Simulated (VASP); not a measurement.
# TaNb2O5 (P6/mmm) in VASP: single point with PBE

Aim: the single point of TaNb2O5 with PBE.

Program: VASP 6.6.1. These are calculated values, not measurements. Logs are shortened: lines on timing, memory, paths and dates and some standing lists are left out, and cuts for length are marked.

## (1) The cell of the first run

The structure is hexagonal, space group P6/mmm (No. 191). Conventional cell: a = 3.732 Å, b = 3.732 Å, c = 10.070 Å, α = 90.00°, β = 90.00°, γ = 120.00°. Within 2.9 Å of Ta (site symmetry 6/mmm) lie 6 O at 2.15 Å. Nb (site symmetry 6mm) has 1 O at 1.76 Å within 2.3 Å. Within 2.9 Å of O (site symmetry -6m2) lie 3 Ta at 2.15 Å and 3 O at 2.15 Å. Within 2.9 Å of O (site symmetry -6m2) lie 6 O at 2.15 Å and 6 Nb at 2.78 Å. O (site symmetry 6/mmm) has 2 Nb at 1.76 Å and 6 O at 2.15 Å within 2.3 Å.

The cell was built from a structure type or drawn by symmetry, and may not be a known phase.

## (2) Single point, PBE

Contents of INCAR:

```
SYSTEM = TaNb2O5
ALGO = Normal
EDIFF = 1E-6
ENCUT = 600
GGA = PE
GGA_COMPAT = .False.
ISIF = 2
ISMEAR = 0
LASPH = .True.
LCHARG = .False.
LREAL = .False.
LWAVE = .False.
NBANDS = 44
NELM = 120
PREC = Accurate
SIGMA = 0.15
```

Contents of KPOINTS:

```
k-points
0
Gamma
  4 4 2
  0 0 0
```

Contents of POSCAR:

```
TaNb2O5
1.0
    3.7323447064     -0.0000000027      0.0000000000
   -1.8661723508      3.2323053328      0.0000000000
    0.0000000000      0.0000000000     10.0698961816
Ta Nb O
1 2 5
Direct
    0.0000000000      0.0000000000      0.5000000000
    0.0000000000      0.0000000000      0.1750405153
    0.0000000000      0.0000000000      0.8249594847
    0.3333333333      0.6666666667      0.5000000000
    0.6666666667      0.3333333333      0.5000000000
    0.3333333333      0.6666666667      0.0000000000
    0.6666666667      0.3333333333      0.0000000000
    0.0000000000      0.0000000000      0.0000000000
```

Potentials or basis: VASP PAW PBE potentials, release 64 (Ta_pv, Nb_sv, O).

The run is started by

```
$ cat potpaw_PBE.64/Ta_pv/POTCAR potpaw_PBE.64/Nb_sv/POTCAR potpaw_PBE.64/O/POTCAR > POTCAR
$ mpirun -np 1 vasp_std > vasp.out
```

OUTCAR:

```text
SYSTEM = TaNb2O5
   EDIFF = 1E-6
   ENCUT = 600
   GGA = PE
   ISIF = 2
   ISMEAR = 0
   LASPH = .True.
   LREAL = .False.
   NELM = 120
   PREC = Accurate

 ion  position               nearest neighbor table
   1  0.000  0.000  0.500-   4 2.15   5 2.15   4 2.15   5 2.15   5 2.15   4 2.15   2 3.27   3 3.27

   2  0.000  0.000  0.175-   8 1.76   1 3.27
   3  0.000  0.000  0.825-   8 1.76   1 3.27
   4  0.333  0.667  0.500-   1 2.15   1 2.15   1 2.15
   5  0.667  0.333  0.500-   1 2.15   1 2.15   1 2.15
   6  0.333  0.667  0.000-
   7  0.667  0.333  0.000-
   8  0.000  0.000  0.000-   2 1.76   3 1.76

  LATTYP: Found a hexagonal cell.
 ALAT       =     3.7323447064
 C/A-ratio  =     2.6980080817

  Lattice vectors:

 A1 = (   3.7323447064,  -0.0000000027,   0.0000000000)
 A2 = (  -1.8661723508,   3.2323053328,   0.0000000000)
 A3 = (   0.0000000000,   0.0000000000,  10.0698961816)

Analysis of symmetry for initial positions (statically):
=====================================================================
 Subroutine PRICEL returns:
 Original cell was already a primitive cell.

 Routine SETGRP: Setting up the symmetry group for a
 hexagonal supercell.

 Subroutine GETGRP returns: Found 24 space group operations
 (whereof 24 operations were pure point group operations)
 out of a pool of 24 trial point group operations.

The static configuration has the point symmetry D_6h.

Analysis of symmetry for dynamics (positions and initial velocities):
=====================================================================
 Subroutine PRICEL returns:
 Original cell was already a primitive cell.

 Routine SETGRP: Setting up the symmetry group for a
 hexagonal supercell.

 Subroutine GETGRP returns: Found 24 space group operations
 (whereof 24 operations were pure point group operations)
 out of a pool of 24 trial point group operations.

The dynamic configuration has the point symmetry D_6h.

 Subroutine INISYM returns: Found 24 space group operations
 (whereof 24 operations are pure point group operations),
 and found     1 'primitive' translations

----------------------------------------------------------------------------------------

                                     Primitive cell

  volume of cell :     121.4840

  direct lattice vectors                    reciprocal lattice vectors
     3.732344706 -0.000000003  0.000000000     0.267928093  0.154688356  0.000000000
    -1.866172351  3.232305333  0.000000000     0.000000000  0.309376713  0.000000000
     0.000000000  0.000000000 10.069896182     0.000000000  0.000000000  0.099305890

  length of vectors
     3.732344706  3.732344706 10.069896182     0.309376713  0.309376713  0.099305890

  position of ions in fractional coordinates (direct lattice)
     0.000000000  0.000000000  0.500000000
     0.000000000  0.000000000  0.175040515
     0.000000000  0.000000000  0.824959485
     0.333333333  0.666666667  0.500000000
     0.666666667  0.333333333  0.500000000
     0.333333333  0.666666667  0.000000000
     0.666666667  0.333333333  0.000000000
     0.000000000  0.000000000  0.000000000

  ion indices of the primitive-cell ions
   primitive index   ion index
                 1           1
                 2           2
                 3           3
                 4           4
                 5           5
                 6           6
                 7           7
                 8           8

----------------------------------------------------------------------------------------

 KPOINTS: k-points

Automatic generation of k-mesh.
 Grid dimensions read from file:
 generate k-points for:    4    4    2

 Generating k-lattice:

  Cartesian coordinates                     Fractional coordinates (reciprocal lattice)
     0.066982023  0.038672089  0.000000000     0.250000000  0.000000000  0.000000000
     0.000000000  0.077344178  0.000000000     0.000000000  0.250000000  0.000000000
     0.000000000  0.000000000  0.049652945     0.000000000  0.000000000  0.500000000

  Length of vectors
     0.077344178  0.077344178  0.049652945

  Shift w.r.t. Gamma in fractional coordinates (k-lattice)
     0.000000000  0.000000000  0.000000000

 Subroutine IBZKPT returns following result:
 ===========================================

 Found      8 irreducible k-points:

 Following reciprocal coordinates:
            Coordinates               Weight
  0.000000  0.000000  0.000000      1.000000
  0.250000  0.000000  0.000000      6.000000
  0.500000  0.000000  0.000000      3.000000
  0.250000  0.250000  0.000000      6.000000
  0.000000  0.000000  0.500000      1.000000
  0.250000  0.000000  0.500000      6.000000
  0.500000  0.000000  0.500000      3.000000
  0.250000  0.250000  0.500000      6.000000
   k-points           NKPTS =      8   k-points in BZ     NKDIM =      8   number of bands    NBANDS=     44
   number of dos      NEDOS =    301   number of ions     NIONS =      8
   total plane-waves  NPLWV =  72000
   dimension x,y,z NGX =    30 NGY =   30 NGZ =   80
   dimension x,y,z NGXF=    60 NGYF=   60 NGZF=  160
   ions per type =               1   2   5
   NGX,Y,Z   is equivalent  to a cutoff of  13.36, 13.36, 13.21 a.u.
   NGXF,Y,Z  is equivalent  to a cutoff of  26.73, 26.73, 26.41 a.u.
 SYSTEM =  TaNb2O5
   PREC   = accura    normal or accurate (medium, high low for compatibility)
   ISTART =      0    job   : 0-new  1-cont  2-samecut
   ICHARG =      2    charge: 1-file 2-atom 10-const
   ISPIN  =      1    spin polarized calculation?
   LNONCOLLINEAR =      F non collinear calculations
   LSORBIT =      F    spin-orbit coupling
   LASPH  =      T    aspherical Exc in radial PAW
   ENCUT  =  600.0 eV  44.10 Ry    6.64 a.u.   7.45  7.45 20.11*2*pi/ulx,y,z
   NELM   =    120;   NELMIN=  2; NELMDL= -5     # of ELM steps
   EDIFF  = 0.1E-05   stopping-criterion for ELM
   LREAL  =      F    real-space projection
   EDIFFG = 0.1E-04   stopping-criterion for IOM
   NSW    =      0    number of steps for IOM
   IBRION =     -1    ionic relax: 0-MD 1-quasi-New 2-CG
   NFREE  =      0    steps in history (QN), initial steepest desc. (CG)
   ISIF   =      2    stress and relaxation
   ISYM   =      2    0-nonsym 1-usesym 2-fastsym
   POTIM  = 0.5000    time-step for ionic-motion
   TEBEG  =    0.0;   TEEND  =   0.0 temperature during run
   PSTRESS=    0.0 pullay stress
   NELECT =      67.0000    total number of electrons
   NUPDOWN=      -1.0000    fix difference up-down
   EMIN   =  10.00;   EMAX   =-10.00  energy-range for DOS
   EFERMI =   0.00;   METHOD = LEGACY
   ISMEAR =     0;   SIGMA  =   0.15  broadening in eV -4-tet -1-fermi 0-gaus
   EFERMI_NEDOS =   21; number of points for ismear=-14 and -15
   IALGO  =     38    algorithm
   IMIX   =      4    mixing-type and parameters
     AMIX     =   0.40;   BMIX     =  1.00
     AMIX_MAG =   1.60;   BMIX_MAG =  1.00
  volume/ion in A,a.u.               =      15.19       102.48
  Fermi-wavevector in a.u.,A,eV,Ry     =   1.342538  2.537030 24.523269  1.802409
  Thomas-Fermi vector in A             =   2.470684
   LORBIT       =      0    0 simple, 1 ext, 2 COOP (PROOUT), +10 PAW based schemes
   GGA     = PE    functional components
   LHFCALC =     F    Hartree Fock is set to
   AEXX    =    0.0000 exact exchange contribution
   IVDW    =     0    specifies the selected vdW correction
   LEPSILON=     F    determine dielectric tensor
   LRPA    =     F    only Hartree local field effects (RPA)
 non-spin polarized calculation
 Gauss-broadening in eV      SIGMA  =   0.15
  energy-cutoff  :      600.00
  volume of cell :      121.48
 maximum number of plane-waves:      4084
 NGX is ok and might be reduce to    30
   NGX = 15   NGY = 15   NGZ = 41

 number of electron      67.0000004 magnetization

 Free energy of the ion-electron system (eV)
  ---------------------------------------------------
  ext. energy  EPLUGINS =         0.00000000
  ---------------------------------------------------
  free energy    TOTEN  =       -55.63028919 eV

  energy without entropy =      -55.53920128  energy(sigma->0) =      -55.58474523

 E-fermi :   4.7717     XC(G=0): -10.5876

 val. band max:        4.7287297549   @ k =   0.2500   0.2500   0.0000
 cond. band min:       4.7848883777   @ k =   0.0000   0.0000   0.0000
 fundamental gap:      0.0561586228
 Fermi energy:         4.7717233005

 k-point     1 :       0.0000    0.0000    0.0000
  band No.  band energies     occupation
      1     -51.3854      2.00000
      2     -51.3765      2.00000
      3     -30.3244      2.00000
      4     -30.0265      2.00000
      5     -30.0265      2.00000
      6     -28.1847      2.00000
[... 36 lines left out ...]
     43       7.3908      0.00000
     44       7.3969      0.00000

 k-point     2 :       0.2500    0.0000    0.0000
  band No.  band energies     occupation
      1     -51.3824      2.00000
      2     -51.3736      2.00000
      3     -30.3195      2.00000
      4     -30.1115      2.00000
      5     -30.0426      2.00000
      6     -28.1730      2.00000
[... 36 lines left out ...]
     43       7.2617      0.00000
     44       7.5490      0.00000

 k-point     3 :       0.5000    0.0000    0.0000
  band No.  band energies     occupation
      1     -51.3794      2.00000
      2     -51.3707      2.00000
      3     -30.3145      2.00000
      4     -30.1941      2.00000
      5     -30.0586      2.00000
      6     -28.1612      2.00000
[... 224 lines left out ...]
     43       8.2779      0.00000
     44       8.6581      0.00000

 k-point     8 :       0.2500    0.2500    0.5000
  band No.  band energies     occupation
      1     -51.3794      2.00000
      2     -51.3706      2.00000
      3     -30.3147      2.00000
      4     -30.1608      2.00000
      5     -30.0928      2.00000
      6     -28.1585      2.00000
[... 36 lines left out ...]
     43       7.7112      0.00000
     44       7.9214      0.00000

------------------------ aborting loop because EDIFF is reached ----------------------------------------

  FORCE on cell =-STRESS in cart. coord.  units (eV):
  Direction    XX          YY          ZZ          XY          YZ          ZX
  --------------------------------------------------------------------------------------
  -------------------------------------------------------------------------------------
  Total       -0.0439599     -0.0439599     -0.0123128     -0.0000000     -0.0000000      0.0000000
  in kB       -0.5797604     -0.5797604     -0.1623862     -0.0000000     -0.0000000      0.0000000
  external PRESSURE =      -0.4406357 kB  Pullay stress =       0.0000000 kB

 VOLUME and BASIS-vectors are now :
 -----------------------------------------------------------------------------
  energy-cutoff  :      600.00
  volume of cell :      121.48
      direct lattice vectors                 reciprocal lattice vectors
     3.732344706 -0.000000003  0.000000000     0.267928093  0.154688356  0.000000000
    -1.866172351  3.232305333  0.000000000     0.000000000  0.309376713  0.000000000
     0.000000000  0.000000000 10.069896182     0.000000000  0.000000000  0.099305890

 POSITION                                       TOTAL-FORCE (eV/Angst)
 -----------------------------------------------------------------------------------
      0.00000      0.00000      5.03495         0.000000      0.000000      0.000000
      0.00000      0.00000      1.76264         0.000000      0.000000      0.007334
      0.00000      0.00000      8.30726         0.000000      0.000000     -0.007334
      0.00000      2.15487      5.03495        -0.000000     -0.000000     -0.000000
      1.86617      1.07744      5.03495         0.000000     -0.000000      0.000000
      0.00000      2.15487      0.00000        -0.000000      0.000000     -0.000000
      1.86617      1.07744      0.00000         0.000000     -0.000000      0.000000
      0.00000      0.00000      0.00000         0.000000      0.000000      0.000000
 -----------------------------------------------------------------------------------
    total drift:                               -0.000000      0.000000      0.000000

  FREE ENERGIE OF THE ION-ELECTRON SYSTEM (eV)
  ---------------------------------------------------
  free  energy   TOTEN  =       -55.6302891853 eV

  energy  without entropy=      -55.5392012782  energy(sigma->0) =      -55.58474523
```

Run time: 44 s. Hardware: 1 thread of AMD EPYC 9R45 (Zen 5), shared host; peak memory 0.24 GiB.

What came out:

| Item | Value |
| --- | --- |
| Free energy | -55.6303 eV |
| Pressure | 0.0 GPa |
| Largest force | 0.007 eV/Å |
| Band gap on the k mesh | zero (an odd number of electrons rules out a gap without spin polarisation) |

Forces in eV/Å, atoms in the order of the input:
```
Ta   0.000  0.000  0.000
Nb   0.000  0.000  0.007
Nb   0.000  0.000 -0.007
O    0.000  0.000  0.000
O    0.000  0.000  0.000
O    0.000  0.000  0.000
O    0.000  0.000  0.000
O    0.000  0.000  0.000
```

Levels at points of the mesh, in eV from the Fermi level:
| k point | band 30 | band 31 | band 32 | band 33 | band 34 | band 35 | band 36 | band 37 |
| --- | --- | --- | --- | --- | --- | --- | --- | --- |
| (0.00, 0.00, 0.00) | -0.25 | -0.25 | -0.13 | -0.13 | 0.01 | 0.41 | 0.41 | 0.42 |
| (0.50, 0.00, 0.00) | -0.90 | -0.64 | -0.44 | -0.23 | 0.04 | 0.08 | 0.43 | 0.72 |
| (0.00, 0.00, 0.50) | -0.26 | -0.26 | -0.13 | -0.13 | 0.41 | 0.41 | 0.61 | 0.61 |
| (0.50, 0.00, 0.50) | -0.82 | -0.64 | -0.40 | -0.30 | -0.23 | 0.34 | 0.57 | 1.02 |

Caveat: the k points lie up to 0.49 Å⁻¹ apart, too coarse for converged energies and pressures of a metal; spin-orbit coupling is left out, which moves the levels of the heavy elements; an odd number of electrons without spin polarisation forces a metal; a magnetic or distorted state may lie lower.
